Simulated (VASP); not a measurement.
SnSe (CsCl type), 2 atoms in the cell. Symmetry: Pm-3m, No. 221, cubic system. Conventional cell: a = 3.396 Å, b = 3.396 Å, c = 3.396 Å, α = 90.00°, β = 90.00°, γ = 90.00°. Within 3.9 Å of Sn (site symmetry m-3m) lie 8 Se at 2.94 Å and 6 Sn at 3.40 Å. Within 3.9 Å of Se (site symmetry m-3m) lie 8 Sn at 2.94 Å and 6 Se at 3.40 Å. 

| Property | Result |
| --- | --- |
| Program | VASP 6.6.1 |
| Task | single point |
| Functional | PBE |
| Potentials or basis | VASP PAW PBE potentials, release 64 (Sn_d, Se) |
| Cutoff | 520 eV |
| k mesh | 14 × 14 × 14 |
| Occupations | fermi-dirac, width 0.08 eV |
| Spin | no spin polarisation |
| Dipole correction | no |
| Further INCAR settings | ALGO = Normal; EDIFF = 1e-06; NBANDS = 17 |

Potentials or basis: VASP PAW PBE potentials, release 64 (Sn_d, Se).

Command:

```bash
$ cat potpaw_PBE.64/Sn_d/POTCAR potpaw_PBE.64/Se/POTCAR > POTCAR
$ mpirun -np 1 vasp_std > vasp.out
```

Hardware: 1 thread of AMD EPYC 9R45 96-Core Processor (Zen 5) (shared host).

Problem. Estimate the wall time of this run.

Solution. Run time: 32 s on 1 thread of AMD EPYC 9R45 96-Core Processor (Zen 5) (shared host), peak memory 0.19 GiB. Counts: scf iterations 11, k points 120.
